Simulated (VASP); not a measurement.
# HfO2 (R-3m) in VASP: a series of runs, part 2 of 2

VASP 6.6.1. Earlier steps stand in the parts before.

### 5 Single point, PBE (11.92 Å³/atom)

This run uses another cell than the first one, of 11.92 Å³/atom.

Contents of INCAR:

```
PREC = Accurate ; ENCUT = 520
EDIFF = 1E-7 ; ISMEAR = 0
SIGMA = 0.05 ; LREAL = False
LASPH = True ; NELM = 100
ALGO = Normal ; ISIF = 2
LWAVE = False ; LCHARG = False
GGA = PE ; NBANDS = 18
```

Contents of KPOINTS:

```
Automatic mesh
0
Gamma
  8 8 8
```

Contents of POSCAR:

```
HfO2
1.0
   -0.2061750416      2.5162066697      2.5162066697
    2.5162066697     -0.2061750416      2.5162066697
    2.5162066697      2.5162066697     -0.2061750416
Hf O
1 2
Direct
    0.0000000000      0.0000000000      0.0000000000
    0.2500000000      0.2500000000      0.2500000000
    0.7500000000      0.7500000000      0.7500000000
```

The run is started by

```sh
$ cat potpaw_PBE.64/Hf_pv/POTCAR potpaw_PBE.64/O/POTCAR > POTCAR
$ mpirun -np 1 vasp_std > vasp.out
```

It took 50 s on 1 thread of Intel Xeon 8259CL, shared host; peak memory 0.18 GiB.

It converged, with:

```yaml
Free_energy: -29.9023 eV
Pressure: -15.0 GPa
Largest_force: 0.826 eV/Å
Band_gap_on_the_k_mesh: 3.69 eV
```

Forces in eV/Å, atoms in the order of the input:
```
Hf   0.000  0.000  0.000
O    0.477  0.477  0.477
O   -0.477 -0.477 -0.477
```

Stress tensor (GPa, compression positive):
```
-15.01   6.51   6.51
  6.51 -15.01   6.51
  6.51   6.51 -15.01
```

Levels at points of the mesh, in eV from the valence-band top:
```csv
k point,band 7,band 8,band 9,band 10,band 11,band 12,band 13,band 14,band 15,band 16
"(0.00, 0.00, 0.00)",-4.83,-4.66,-0.56,-0.49,-0.49,3.79,3.79,5.07,8.90,8.90
"(0.50, 0.00, 0.00)",-3.84,-2.82,-2.55,-1.75,-1.41,4.01,4.71,5.91,8.10,8.92
"(0.50, 0.50, 0.00)",-3.43,-2.83,-1.85,-0.96,0.00,3.69,5.25,5.59,6.76,8.34
"(0.50, 0.50, 0.50)",-3.67,-3.26,-2.24,-1.83,-1.83,4.69,4.69,6.98,7.81,7.81
```

Caveat: the cell stands under tension; spin-orbit coupling is left out, which moves the levels of the heavy elements. As with any semilocal functional, this PBE gap is likely too small.

### 6 Single point, PBE (11.92 Å³/atom)

This run uses another cell than the first one, of 11.92 Å³/atom.

Contents of INCAR:

```
PREC     = Accurate       # precision mode
ENCUT    = 520            # plane-wave cutoff, eV
EDIFF    = 1E-6           # SCF threshold, eV
ISMEAR   = 0              # smearing method
SIGMA    = 0.05           # smearing width, eV
LREAL    = F              # projectors in reciprocal space
LASPH    = T              # aspherical terms in the spheres
NELM     = 100            # most SCF steps
ALGO     = Normal         # electronic algorithm
ISIF     = 2              # what is computed and relaxed
LWAVE    = F              # write WAVECAR
LCHARG   = F              # write CHGCAR
GGA      = PE             # functional
NBANDS   = 18             # bands
```

KPOINTS is that of step 5.

Contents of POSCAR:

```
HfO2
1.0
    0.1420659857      2.6880513917      2.6880513917
    2.6880513917      0.1420659857      2.6880513917
    2.6880513917      2.6880513917      0.1420659857
Hf O
1 2
Direct
    0.0000000000      0.0000000000      0.0000000000
    0.2500000000      0.2500000000      0.2500000000
    0.7500000000      0.7500000000      0.7500000000
```

Potentials or basis: VASP PAW PBE potentials, release 64 (Hf_pv, O).

The run is started by

```sh
$ cat potpaw_PBE.64/Hf_pv/POTCAR potpaw_PBE.64/O/POTCAR > POTCAR
$ mpirun -np 1 vasp_std > vasp.out
```

Wall time 50 s (1 thread of Intel Xeon 8259CL, shared host); peak memory 0.18 GiB.

The run converged. Its results:

| Property | Result |
| --- | --- |
| Free energy | -30.0140 eV |
| Pressure | -17.7 GPa |
| Largest force | 0.084 eV/Å |
| Band gap on the k mesh | 3.60 eV |

Forces on the atoms (eV/Å):
```
Hf   0.000  0.000  0.000
O   -0.048 -0.048 -0.048
O    0.048  0.048  0.048
```

Stress tensor (GPa, compression positive):
```
-17.65  -1.76  -1.76
 -1.76 -17.65  -1.76
 -1.76  -1.76 -17.65
```

Levels at points of the mesh, in eV from the valence-band top:
| k point | band 8 | band 9 | band 10 | band 11 | band 12 | band 13 | band 14 | band 15 |
| --- | --- | --- | --- | --- | --- | --- | --- | --- |
| (0.00, 0.00, 0.00) | -4.73 | -0.59 | -0.59 | -0.43 | 3.70 | 3.70 | 5.10 | 8.85 |
| (0.50, 0.00, 0.00) | -3.00 | -2.48 | -1.76 | -1.64 | 4.19 | 4.57 | 6.33 | 7.94 |
| (0.50, 0.50, 0.00) | -3.02 | -1.71 | -1.05 | 0.00 | 3.60 | 5.10 | 5.57 | 7.24 |
| (0.50, 0.50, 0.50) | -2.63 | -2.58 | -1.59 | -1.59 | 4.18 | 4.18 | 5.54 | 8.81 |

Caveat: the cell stands under tension; spin-orbit coupling is left out, which moves the levels of the heavy elements.

### 7 Single point, PBE (11.92 Å³/atom)

This run uses another cell than the first one, of 11.92 Å³/atom.

Contents of INCAR:

```
PREC = Accurate
ENCUT = 520
EDIFF = 1E-6
ISMEAR = 0
SIGMA = 0.05
LREAL = F
LASPH = T
NELM = 60
ALGO = Normal
ISIF = 2
LWAVE = F
LCHARG = F
GGA = PE
NBANDS = 18
```

KPOINTS is that of step 6.

Contents of POSCAR:

```
HfO2
1.0
   -0.1382448984      2.5478606405      2.5478606405
    2.5478606405     -0.1382448984      2.5478606405
    2.5478606405      2.5478606405     -0.1382448984
Hf O
1 2
Direct
    0.0000000000      0.0000000000      0.0000000000
    0.2500000000      0.2500000000      0.2500000000
    0.7500000000      0.7500000000      0.7500000000
```

The run is started by

```sh
$ cat potpaw_PBE.64/Hf_pv/POTCAR potpaw_PBE.64/O/POTCAR > POTCAR
$ mpirun -np 1 vasp_std > vasp.out
```

It took 41 s on 1 thread of Intel Xeon 8259CL, shared host; peak memory 0.18 GiB.

Results (log left out):

- Free energy: -29.9920 eV
- Pressure: -17.3 GPa
- Largest force: 0.424 eV/Å
- Band gap on the k mesh: 3.61 eV

Forces on the atoms (eV/Å):
```
Hf   0.000  0.000  0.000
O    0.245  0.245  0.245
O   -0.245 -0.245 -0.245
```

Stress tensor (GPa, compression positive):
```
-17.34   3.62   3.62
  3.62 -17.34   3.62
  3.62   3.62 -17.34
```

Levels at points of the mesh, in eV from the valence-band top:
```csv
k point,band 7,band 8,band 9,band 10,band 11,band 12,band 13,band 14,band 15,band 16
"(0.00, 0.00, 0.00)",-4.82,-4.71,-0.59,-0.51,-0.51,3.71,3.71,5.09,9.02,9.02
"(0.50, 0.00, 0.00)",-3.85,-2.84,-2.54,-1.75,-1.54,4.06,4.51,5.96,8.17,8.83
"(0.50, 0.50, 0.00)",-3.38,-2.99,-1.70,-1.08,0.00,3.61,5.11,5.68,6.93,8.01
"(0.50, 0.50, 0.50)",-3.72,-3.16,-2.36,-1.80,-1.80,4.49,4.49,6.73,8.00,8.00
```

Caveat: the cell stands under tension; spin-orbit coupling is left out, which moves the levels of the heavy elements. A k mesh can miss the band edges.

### 8 The runs side by side

```tsv
cell	gap on the mesh (eV)	pressure (GPa)	largest force (eV/Å)
a = 3.576 Å, angles 63.6°, 3 atoms	3.68	-12.8	0.54
a = 3.773 Å, angles 56.5°, 3 atoms	3.67	-13.1	0.17
a = 3.862 Å, angles 54.8°, 3 atoms	3.66	-16.1	0.03
a = 3.564 Å, angles 65.4°, 3 atoms	3.69	-15.0	0.83
a = 3.804 Å, angles 56.5°, 3 atoms	3.60	-17.7	0.08
a = 3.606 Å, angles 63.6°, 3 atoms	3.61	-17.3	0.42
```

Alike in all rows: task single point; level PBE; potentials or basis VASP PAW PBE potentials, release 64 (Hf_pv, O); no spin polarisation; k mesh 8 × 8 × 8; cutoff (eV) 520; smearing gaussian 0.05 eV.

Caveats: the cell stands under tension; spin-orbit coupling is left out, which moves the levels of the heavy elements.

Absolute energies hang on the potentials; compare differences alone.
